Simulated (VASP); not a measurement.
# As in VASP: notebook

As is run at these levels: PBE+D3(BJ); tasks: single point.

Everything below comes from runs of VASP 6.6.1. Logs are shortened: lines on timing, memory, paths and dates and some standing lists are left out, and cuts for length are marked.

**1. The cell of the first run**

The cell holds a slab with vacuum, 2 atoms: a = 3.463 Å, b = 3.463 Å, c = 28.574 Å, α = 90.00°, β = 90.00°, γ = 120.00°.

**2. Single point, PBE+D3(BJ)**

Input file INCAR:

```
SYSTEM = As
PREC     = Accurate       ! precision mode
ENCUT    = 520            ! plane-wave cutoff, eV
EDIFF    = 1E-7           ! SCF threshold, eV
ISMEAR   = 0              ! smearing method
SIGMA    = 0.02           ! smearing width, eV
LREAL    = .False.        ! projectors in reciprocal space
LASPH    = .True.         ! aspherical terms in the spheres
NELM     = 100            ! most SCF steps
ALGO     = Normal         ! electronic algorithm
ISIF     = 2              ! what is computed and relaxed
LWAVE    = .False.        ! write WAVECAR
LCHARG   = .False.        ! write CHGCAR
LDIPOL   = .True.       
IDIPOL   = 3            
DIPOL    = 0.5 0.5 0.500
GGA      = PE             ! functional
IVDW     = 12             ! dispersion correction
NBANDS   = 12             ! bands
```

Input file KPOINTS:

```
regular mesh
0
Gamma
  9 9 1
  0 0 0
```

Input file POSCAR:

```
As
1.0
    3.4630000000      0.0000000000      0.0000000000
   -1.7315000000      2.9990459733      0.0000000000
    0.0000000000      0.0000000000     28.5742413766
As
2
Direct
    0.3333333333      0.6666666667      0.4790370638
    0.6666666667      0.3333333333      0.5209629362
```

Potentials or basis: VASP PAW PBE potentials, release 64 (As).

On the command line:

```bash
> cat potpaw_PBE.64/As/POTCAR > POTCAR
> mpirun -np 1 vasp_std > vasp.out
```

OUTCAR:

```text
SYSTEM = As
   PREC = Accurate
   ENCUT = 520
   EDIFF = 1E-7
   ISMEAR = 0
   LREAL = .False.
   LASPH = .True.
   NELM = 100
   ISIF = 2
   GGA = PE
   IVDW = 12
 IVDW          = 12

 ion  position               nearest neighbor table
   1  0.333  0.667  0.479-   2 2.33   2 2.33   2 2.33
   2  0.667  0.333  0.521-   1 2.33   1 2.33   1 2.33

  LATTYP: Found a hexagonal cell.
 ALAT       =     3.4630000000
 C/A-ratio  =     8.2512969612

  Lattice vectors:

 A1 = (   3.4630000000,   0.0000000000,   0.0000000000)
 A2 = (  -1.7315000000,   2.9990459733,   0.0000000000)
 A3 = (   0.0000000000,   0.0000000000,  28.5742413766)

Analysis of symmetry for initial positions (statically):
=====================================================================
 Subroutine PRICEL returns:
 Original cell was already a primitive cell.

 Routine SETGRP: Setting up the symmetry group for a
 hexagonal supercell.

 Subroutine GETGRP returns: Found 12 space group operations
 (whereof 12 operations were pure point group operations)
 out of a pool of 24 trial point group operations.

The static configuration has the point symmetry D_3d.

Analysis of symmetry for dynamics (positions and initial velocities):
=====================================================================
 Subroutine PRICEL returns:
 Original cell was already a primitive cell.

 Routine SETGRP: Setting up the symmetry group for a
 hexagonal supercell.

 Subroutine GETGRP returns: Found 12 space group operations
 (whereof 12 operations were pure point group operations)
 out of a pool of 24 trial point group operations.

The dynamic configuration has the point symmetry D_3d.

 Subroutine INISYM returns: Found 12 space group operations
 (whereof 12 operations are pure point group operations),
 and found     1 'primitive' translations

----------------------------------------------------------------------------------------

                                     Primitive cell

  volume of cell :     296.7634

  direct lattice vectors                    reciprocal lattice vectors
     3.463000000  0.000000000  0.000000000     0.288766965  0.166719685  0.000000000
    -1.731500000  2.999045973  0.000000000     0.000000000  0.333439370  0.000000000
     0.000000000  0.000000000 28.574241377     0.000000000  0.000000000  0.034996555

  length of vectors
     3.463000000  3.463000000 28.574241377     0.333439370  0.333439370  0.034996555

  position of ions in fractional coordinates (direct lattice)
     0.333333333  0.666666667  0.479037064
     0.666666667  0.333333333  0.520962936

  ion indices of the primitive-cell ions
   primitive index   ion index
[... 79 lines left out ...]
   IMIX   =      4    mixing-type and parameters
     AMIX     =   0.40;   BMIX     =  1.00
     AMIX_MAG =   1.60;   BMIX_MAG =  1.00
  volume/ion in A,a.u.               =     148.38      1001.33
  Fermi-wavevector in a.u.,A,eV,Ry     =   0.528776  0.999241  3.804238  0.279604
  Thomas-Fermi vector in A             =   1.550564
   LORBIT       =      0    0 simple, 1 ext, 2 COOP (PROOUT), +10 PAW based schemes
   GGA     = PE    functional components
   LHFCALC =     F    Hartree Fock is set to
   AEXX    =    0.0000 exact exchange contribution
   IVDW    =    12    specifies the selected vdW correction
   LEPSILON=     F    determine dielectric tensor
   LRPA    =     F    only Hartree local field effects (RPA)
 non-spin polarized calculation
 Gauss-broadening in eV      SIGMA  =   0.02
  energy-cutoff  :      520.00
  volume of cell :      296.76
 maximum number of plane-waves:      8061
 NGX is ok and might be reduce to    28
   NGX = 13   NGY = 13   NGZ =107

 number of electron      10.0000000 magnetization

 number of electron       9.9999999 magnetization

 dipolmoment           0.000000      0.000000     -0.000000 electrons x Angstroem

 Free energy of the ion-electron system (eV)
  ---------------------------------------------------
  ext. energy  EPLUGINS =         0.00000000
  ---------------------------------------------------
  free energy    TOTEN  =        -8.81281047 eV

  energy without entropy =       -8.81281047  energy(sigma->0) =       -8.81281047

 E-fermi :  -4.0642     XC(G=0):  -1.8566

 val. band max:       -4.1711385248   @ k =   0.1111   0.1111   0.0000
 cond. band min:      -2.6211691097   @ k =   0.3333   0.0000   0.0000
 fundamental gap:      1.5499694151
 Fermi energy:        -4.0642128866

 k-point     1 :       0.0000    0.0000    0.0000
  band No.  band energies     occupation
      1     -19.1759      2.00000
      2     -10.9958      2.00000
      3      -4.8138      2.00000
      4      -4.8138      2.00000
      5      -4.3866      2.00000
      6      -2.1221      0.00000
      7      -0.5519      0.00000
      8      -0.5519      0.00000
      9       0.7921      0.00000
     10       1.2154      0.00000
     11       1.6027      0.00000
     12       1.8299      0.00000
[... 151 lines left out ...]
 k-point    12 :       0.3333    0.3333    0.0000
  band No.  band energies     occupation
      1     -14.9761      2.00000
      2     -14.9761      2.00000
      3      -9.8236      2.00000
      4      -6.1486      2.00000
      5      -6.1486      2.00000
      6      -1.8108      0.00000
      7       1.4433      0.00000
      8       1.4433      0.00000
      9       4.1602      0.00000
     10       4.8859      0.00000
     11       4.8859      0.00000
     12       5.5602      0.00000

------------------------ aborting loop because EDIFF is reached ----------------------------------------

 vacuum level on the upper side and lower side of the slab       (xc-potential included)        -0.012        -0.012

 Edisp (eV)   -0.45687

 E8    (eV) :    -0.2070

  FORCE on cell =-STRESS in cart. coord.  units (eV):
  Direction    XX          YY          ZZ          XY          YZ          ZX
  --------------------------------------------------------------------------------------
  -------------------------------------------------------------------------------------
  Total       4.04020     4.04020     4.49673     0.00000     0.00000     0.00000
  in kB      21.81239    21.81239    24.27712     0.00000     0.00000     0.00000
  external pressure =       22.63 kB  Pullay stress =        0.00 kB

 VOLUME and BASIS-vectors are now :
 -----------------------------------------------------------------------------
  energy-cutoff  :      520.00
  volume of cell :      296.76
      direct lattice vectors                 reciprocal lattice vectors
     3.463000000  0.000000000  0.000000000     0.288766965  0.166719685  0.000000000
    -1.731500000  2.999045973  0.000000000     0.000000000  0.333439370  0.000000000
     0.000000000  0.000000000 28.574241377     0.000000000  0.000000000  0.034996555

 POSITION                                       TOTAL-FORCE (eV/Angst)
 -----------------------------------------------------------------------------------
     -0.00000      1.99936     13.68812         0.000000     -0.000000     -3.755079
      1.73150      0.99968     14.88612        -0.000000      0.000000      3.755079
 -----------------------------------------------------------------------------------
    total drift:                               -0.000000     -0.000000      0.000000

  FREE ENERGIE OF THE ION-ELECTRON SYSTEM (eV)
  ---------------------------------------------------
  free  energy   TOTEN  =        -9.2696823887 eV

  energy  without entropy=       -9.2696823887  energy(sigma->0) =       -9.26968239

 vacuum level on the upper side and lower side of the slab         1.450         1.450
```

stdout:

```text
POSCAR found type information on POSCAR As
 POSCAR found :  1 types and       2 ions
 scaLAPACK will be used
 LDA part: xc-table for (Slater+PW92), standard interpolation
 POSCAR, INCAR and KPOINTS ok, starting setup
 FFT: planning ... GRIDC
 FFT: planning ... GRID_SOFT
 FFT: planning ... GRID
 WAVECAR not read
 entering main loop
```

Run time: 1.9 min. Hardware: 1 thread of Intel Xeon Platinum 8259CL at 2.50GHz (Skylake/Cascade Lake), shared host; peak memory 0.4 GiB.

Results:

| Property | Result |
| --- | --- |
| Free energy | -9.2697 eV |
| Largest force | 3.755 eV/Å |
| Band gap on the k mesh | 1.55 eV, indirect (least direct gap 1.88 eV) |
| Dispersion energy per atom | -0.228 eV |

Forces on the atoms (eV/Å):
```
As   0.000  0.000 -3.755
As   0.000  0.000  3.755
```

[end of part 1 of 2]
